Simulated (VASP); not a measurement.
Write the native input for VASP 6.6.1 that does the following.

```yaml
Task: relaxation of cell and atoms
Functional: PBEsol
Potentials_or_basis: VASP PAW PBE potentials, release 64 (Zn, S)
Cutoff: 600 eV
k_mesh: 10 × 10 × 10
Occupations: gaussian, width 0.01 eV
Spin: no spin polarisation
Target_pressure: 30 GPa
Dipole_correction: no
Further_INCAR_settings: ALGO = Normal; EDIFF = 1e-06; IBRION = 2; EDIFFG = -0.001; NSW = 80; ISIF = 3
```

The structure of ZnS lies in POSCAR:

```
ZnS
1.0
    0.0000000000      2.6782590745      2.6782590745
    2.6782590745      0.0000000000      2.6782590745
    2.6782590745      2.6782590745      0.0000000000
Zn S
1 1
Direct
    0.0000000000      0.0000000000      0.0000000000
    0.7500000000      0.7500000000      0.7500000000
```

One way to write it, as run:

INCAR

```
PREC = Accurate
ENCUT = 600
EDIFF = 1E-6
ISMEAR = 0
SIGMA = 0.01
LREAL = False
LASPH = True
NELM = 80
ALGO = Normal
ISIF = 3
LWAVE = False
LCHARG = False
GGA = PS
IBRION = 2
NSW = 80
EDIFFG = -0.001
PSTRESS = 300.0
```

KPOINTS

```
regular mesh
0
Gamma
  10 10 10
```

Potentials or basis: VASP PAW PBE potentials, release 64 (Zn, S).

Command:

```console
$ cat potpaw_PBE.64/Zn/POTCAR potpaw_PBE.64/S/POTCAR > POTCAR
$ mpirun -np 1 vasp_std > vasp.out
```

It gave:

```yaml
Relaxed_volume: 15.32 Å³/atom
Relaxed_cell: a = 3.512 Å, b = 3.512 Å, c = 3.512 Å, α = 60.00°, β = 60.00°, γ = 60.00°
Space_group_after_relaxing_to_0.05_Å: F-43m (No. 216)
Energy_change_on_relaxing_the_enthalpy_is_what_falls: +299.5 meV/atom
Ionic_steps: 9
Pressure_after_relaxing: 30.0 GPa
Band_gap_on_the_k_mesh: 2.56 eV, indirect (least direct gap 3.14 eV)
```

Caveat: the cell is relaxed towards a set pressure, so the enthalpy falls and the energy may rise; the volume moved by over 15 % at a fixed basis, so the end points are rough; the PAW data sets were made with another functional, which shifts forces and pressure a little.

Wall time 5.3 min on 1 thread of Intel Xeon 8259CL, on a shared host, peak memory 0.19 GiB.
